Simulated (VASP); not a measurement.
**PbSe: electric field gradients with PBE**

The system is PbSe.

```
CELL_PARAMETERS angstrom
0.00000 3.04160 3.04160
3.04160 0.00000 3.04160
3.04160 3.04160 0.00000
ATOMIC_POSITIONS crystal
Pb 0.00000 0.00000 0.00000
Se 0.50000 0.50000 0.50000
```

This cell differs from its parent crystal: volume scaled by 0.98.

```json
{
  "Program": "VASP 6.6.1",
  "Task": "electric field gradients",
  "Functional": "PBE",
  "Potentials or basis": "VASP PAW PBE potentials, release 64 (Pb_d, Se)",
  "Cutoff": "520 eV",
  "k mesh": "9 × 9 × 9",
  "Occupations": "fermi-dirac, width 0.01 eV",
  "Spin": "no spin polarisation",
  "Dipole correction": "no",
  "Further INCAR settings": "ALGO = Normal; EDIFF = 1e-08; NBANDS = 17"
}
```

```
Pressure : 3.5 GPa
```

Levels at points of the mesh, in eV from the Fermi level:
```csv
k point,band 6,band 7,band 8,band 9,band 10,band 11,band 12,band 13,band 14,band 15
"(0.00, 0.00, 0.00)",-13.83,-6.35,-2.04,-2.04,-2.04,4.68,4.68,4.68,6.40,6.40
```

It took 60 s on 1 thread of AMD EPYC 7R13, with other jobs on the host, peak memory 0.16 GiB.

Caveat: this odd mesh misses L, where the gap lies, so gap, dielectric constants and Born charges aren't listed; without QUAD_EFG the Cq values of the log hold for a quadrupole moment of 1 mb, not for the nuclei; spin-orbit coupling is left out, which moves the levels of the heavy elements.
